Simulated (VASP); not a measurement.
Set up this calculation in VASP 6.6.1, as the native input.

- Task: relaxation of cell and atoms
- Functional: PBE
- Potentials or basis: VASP PAW PBE potentials, release 64 (Mg, Zn, C)
- Cutoff: 600 eV
- k mesh: 5 × 5 × 5
- Occupations: fermi-dirac, width 0.1 eV
- Spin: no spin polarisation
- Target pressure: 20 GPa
- Dipole correction: no
- Further INCAR settings: ALGO = Normal; EDIFF = 1e-06; IBRION = 2; EDIFFG = -0.01; NSW = 80; ISIF = 3

The structure of Mg3ZnC lies in POSCAR:

```
Mg3ZnC
1.0
    4.4069310000      0.0000000000      0.0000000000
    0.0000000000      4.4069310000      0.0000000000
    0.0000000000      0.0000000000      4.4069310000
Mg Zn C
3 1 1
Direct
    0.0000000000      0.5000000000      0.5000000000
    0.5000000000      0.5000000000      0.0000000000
    0.5000000000      0.0000000000      0.5000000000
    0.0000000000      0.0000000000      0.0000000000
    0.5000000000      0.5000000000      0.5000000000
```

These files were run (other wordings do the same):

INCAR

```
ALGO = Normal ; EDIFF = 1E-6
EDIFFG = -0.01 ; ENCUT = 600
GGA = PE ; IBRION = 2
ISIF = 3 ; ISMEAR = -1
LASPH = T ; LCHARG = F
LREAL = F ; LWAVE = F
NELM = 100 ; NSW = 80
PREC = Accurate ; PSTRESS = 200.0
SIGMA = 0.1
```

KPOINTS

```
k-points
0
Gamma
  5 5 5
```

Potentials or basis: VASP PAW PBE potentials, release 64 (Mg, Zn, C).

Launch:

```console
$ cat potpaw_PBE.64/Mg/POTCAR potpaw_PBE.64/Zn/POTCAR potpaw_PBE.64/C/POTCAR > POTCAR
$ mpirun -np 1 vasp_std > vasp.out
```

Results of the run:

- Relaxed volume: 13.81 Å³/atom
- Relaxed cell: a = 4.102 Å, b = 4.102 Å, c = 4.102 Å, α = 90.00°, β = 90.00°, γ = 90.00°
- Space group after relaxing (to 0.05 Å): Pm-3m (No. 221)
- Energy change on relaxing (the enthalpy is what falls): +165.7 meV/atom
- Ionic steps: 6
- Pressure after relaxing: 20.0 GPa
- Band gap on the k mesh: zero (band 11 reaches 6.38 eV, above the bottom of band 12 at 2.68 eV)

Caveat: the cell is relaxed towards a set pressure, so the enthalpy falls and the energy may rise; the volume moved by over 15 % at a fixed basis, so the end points are rough.

It took 47 s on 1 thread of Intel(R) Xeon(R) 6975P-C (Granite Rapids), with other jobs on the host, peak memory 0.21 GiB.
